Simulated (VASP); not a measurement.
# Mg3SnO (Pm-3m) in VASP: further runs, part 2 of 2

VASP 6.6.1.

### Step 3. Single point, PBE

This run uses another cell than the first one, of 16.41 Å³/atom, 1.032 times its volume.

INCAR

```
SYSTEM = Mg3SnO
  ALGO = Normal
  EDIFF = 1E-7
  ENCUT = 520
  GGA = PE
  ISIF = 2
  ISMEAR = -1
  LASPH = .TRUE.
  LCHARG = .FALSE.
  LREAL = .FALSE.
  LWAVE = .FALSE.
  NBANDS = 21
  NELM = 60
  PREC = Accurate
  SIGMA = 0.02
```

KPOINTS

```
k-points
0
G
  6 6 6
  0 0 0
```

POSCAR

```
Mg3SnO
1.0
    4.3451295609      0.0000000000      0.0000000000
    0.0000000000      4.3451295609      0.0000000000
    0.0000000000      0.0000000000      4.3451295609
Sn O Mg
1 1 3
Direct
    0.0000000000      0.0000000000      0.0000000000
    0.5000000000      0.5000000000      0.5000000000
    0.5000000000      0.5000000000      0.0000000000
    0.5000000000      0.0000000000      0.5000000000
    0.0000000000      0.5000000000      0.5000000000
```

Potentials or basis: VASP PAW PBE potentials, release 64 (Sn_d, O, Mg).

Run with:

```console
$ cat potpaw_PBE.64/Sn_d/POTCAR potpaw_PBE.64/O/POTCAR potpaw_PBE.64/Mg/POTCAR > POTCAR
$ mpirun -np 1 vasp_std > vasp.out
```

OUTCAR:

```text
SYSTEM = Mg3SnO
   EDIFF = 1E-7
   ENCUT = 520
   GGA = PE
   ISIF = 2
   ISMEAR = -1
   LASPH = .TRUE.
   LREAL = .FALSE.
   NELM = 60
   PREC = Accurate

 ion  position               nearest neighbor table
   1  0.000  0.000  0.000-   3 3.07   4 3.07   5 3.07   4 3.07   5 3.07   3 3.07   5 3.07   5 3.07
                             3 3.07   4 3.07   4 3.07   3 3.07
   2  0.500  0.500  0.500-   3 2.17   4 2.17   5 2.17   3 2.17   4 2.17   5 2.17
   3  0.500  0.500  0.000-   2 2.17   2 2.17   4 3.07   5 3.07   1 3.07   4 3.07   5 3.07   1 3.07
                             4 3.07   4 3.07   1 3.07   5 3.07   5 3.07   1 3.07
   4  0.500  0.000  0.500-   2 2.17   2 2.17   3 3.07   5 3.07   1 3.07   3 3.07   1 3.07   3 3.07
                             5 3.07   3 3.07   1 3.07   5 3.07   1 3.07   5 3.07
   5  0.000  0.500  0.500-   2 2.17   2 2.17   3 3.07   4 3.07   1 3.07   3 3.07   1 3.07   4 3.07
                             1 3.07   1 3.07   3 3.07   4 3.07   3 3.07   4 3.07

  LATTYP: Found a simple cubic cell.
 ALAT       =     4.3451295609

  Lattice vectors:

 A1 = (   4.3451295609,   0.0000000000,   0.0000000000)
 A2 = (   0.0000000000,   4.3451295609,   0.0000000000)
 A3 = (   0.0000000000,   0.0000000000,   4.3451295609)

Analysis of symmetry for initial positions (statically):
=====================================================================
 Subroutine PRICEL returns:
 Original cell was already a primitive cell.

 Routine SETGRP: Setting up the symmetry group for a
 simple cubic supercell.

 Subroutine GETGRP returns: Found 48 space group operations
 (whereof 48 operations were pure point group operations)
 out of a pool of 48 trial point group operations.

The static configuration has the point symmetry O_h .

Analysis of symmetry for dynamics (positions and initial velocities):
=====================================================================
 Subroutine PRICEL returns:
[... 127 lines left out ...]
   IALGO  =     38    algorithm
   IMIX   =      4    mixing-type and parameters
     AMIX     =   0.40;   BMIX     =  1.00
     AMIX_MAG =   1.60;   BMIX_MAG =  1.00
  volume/ion in A,a.u.               =      16.41       110.72
  Fermi-wavevector in a.u.,A,eV,Ry     =   1.116169  2.109253 16.950585  1.245833
  Thomas-Fermi vector in A             =   2.252780
   LORBIT       =      0    0 simple, 1 ext, 2 COOP (PROOUT), +10 PAW based schemes
   GGA     = PE    functional components
   LHFCALC =     F    Hartree Fock is set to
   AEXX    =    0.0000 exact exchange contribution
   IVDW    =     0    specifies the selected vdW correction
   LEPSILON=     F    determine dielectric tensor
   LRPA    =     F    only Hartree local field effects (RPA)
 non-spin polarized calculation
  energy-cutoff  :      520.00
  volume of cell :       82.04
 maximum number of plane-waves:      2272
   NGX = 17   NGY = 17   NGZ = 17

 number of electron      25.9999992 magnetization

 Free energy of the ion-electron system (eV)
  ---------------------------------------------------
  ext. energy  EPLUGINS =         0.00000000
  ---------------------------------------------------
  free energy    TOTEN  =       -18.49411535 eV

  energy without entropy =      -18.49257047  energy(sigma->0) =      -18.49334291

 E-fermi :   6.3003     XC(G=0): -10.0370

 val. band max:        6.1029834432   @ k =   0.3333   0.3333   0.0000
 cond. band min:       6.3002701647   @ k =   0.5000   0.3333   0.0000
 fundamental gap:      0.1972867214
 Fermi energy:         6.3002622025

 k-point     1 :       0.0000    0.0000    0.0000
  band No.  band energies     occupation
      1     -14.5550      2.00000
      2     -14.5550      2.00000
      3     -14.5550      2.00000
      4     -14.5550      2.00000
      5     -14.5550      2.00000
      6     -13.5220      2.00000
[... 469 lines left out ...]
     20      16.4663      0.00000
     21      17.5477      0.00000

------------------------ aborting loop because EDIFF is reached ----------------------------------------

  FORCE on cell =-STRESS in cart. coord.  units (eV):
  Direction    XX          YY          ZZ          XY          YZ          ZX
  --------------------------------------------------------------------------------------
  -------------------------------------------------------------------------------------
  Total        1.0023553      1.0023553      1.0023553      0.0000000      0.0000000     -0.0000000
  in kB       19.5760058     19.5760058     19.5760058      0.0000000      0.0000000     -0.0000000
  external PRESSURE =      19.5760058 kB  Pullay stress =       0.0000000 kB

 VOLUME and BASIS-vectors are now :
 -----------------------------------------------------------------------------
  energy-cutoff  :      520.00
  volume of cell :       82.04
      direct lattice vectors                 reciprocal lattice vectors
     4.345129561  0.000000000  0.000000000     0.230142735  0.000000000  0.000000000
     0.000000000  4.345129561  0.000000000     0.000000000  0.230142735  0.000000000
     0.000000000  0.000000000  4.345129561     0.000000000  0.000000000  0.230142735

 POSITION                                       TOTAL-FORCE (eV/Angst)
 -----------------------------------------------------------------------------------
      0.00000      0.00000      0.00000         0.000000      0.000000      0.000000
      2.17256      2.17256      2.17256         0.000000      0.000000      0.000000
      2.17256      2.17256      0.00000         0.000000      0.000000      0.000000
      2.17256      0.00000      2.17256         0.000000      0.000000      0.000000
      0.00000      2.17256      2.17256         0.000000      0.000000      0.000000
 -----------------------------------------------------------------------------------
    total drift:                                0.000000      0.000000     -0.000000

  FREE ENERGIE OF THE ION-ELECTRON SYSTEM (eV)
  ---------------------------------------------------
  free  energy   TOTEN  =       -18.4941153543 eV

  energy  without entropy=      -18.4925704694  energy(sigma->0) =      -18.49334291
```

OSZICAR:

```text
N       E                     dE             d eps       ncg     rms          rms(c)
DAV:   1     0.188834989305E+03    0.18883E+03   -0.11698E+04   853   0.136E+03
DAV:   2     0.394011281788E+01   -0.18489E+03   -0.17409E+03   895   0.371E+02
DAV:   3    -0.198917741632E+02   -0.23832E+02   -0.23547E+02  1009   0.114E+02
DAV:   4    -0.206521467813E+02   -0.76037E+00   -0.75932E+00  1013   0.212E+01
DAV:   5    -0.206708874880E+02   -0.18741E-01   -0.18738E-01  1063   0.352E+00    0.851E+00
DAV:   6    -0.186015916588E+02    0.20693E+01   -0.98347E+00   930   0.171E+01    0.359E+00
DAV:   7    -0.185499450598E+02    0.51647E-01   -0.10128E+00   910   0.547E+00    0.204E+00
DAV:   8    -0.185150462383E+02    0.34899E-01   -0.40549E-01   973   0.396E+00    0.103E+00
DAV:   9    -0.184933518939E+02    0.21694E-01   -0.11750E-01  1046   0.225E+00    0.248E-01
DAV:  10    -0.184947670630E+02   -0.14152E-02   -0.14134E-02   963   0.750E-01    0.189E-01
DAV:  11    -0.184941040044E+02    0.66306E-03   -0.41028E-03  1078   0.358E-01    0.335E-02
DAV:  12    -0.184941678670E+02   -0.63863E-04   -0.77213E-04  1092   0.211E-01    0.437E-02
DAV:  13    -0.184941123557E+02    0.55511E-04   -0.20225E-04  1064   0.109E-01    0.650E-03
DAV:  14    -0.184941155065E+02   -0.31509E-05   -0.42862E-05   960   0.342E-02    0.568E-03
DAV:  15    -0.184941153909E+02    0.11568E-06   -0.28957E-06  1005   0.116E-02    0.904E-04
DAV:  16    -0.184941153543E+02    0.36539E-07   -0.40752E-07   939   0.392E-03
   1 F= -.18494115E+02 E0= -.18493343E+02  d E =-.154488E-02
```

Wall time 49 s (1 thread of Intel Xeon Platinum 8488C (Sapphire Rapids), shared host); peak memory 0.19 GiB.

Results:

```yaml
Free_energy: -18.4941 eV
Pressure: 2.0 GPa
Band_gap_on_the_k_mesh: zero (band 13 reaches 6.30 eV, above the bottom of band 14 at 5.97 eV)
```

Caveat: spin-orbit coupling is left out, which moves the levels of the heavy elements.
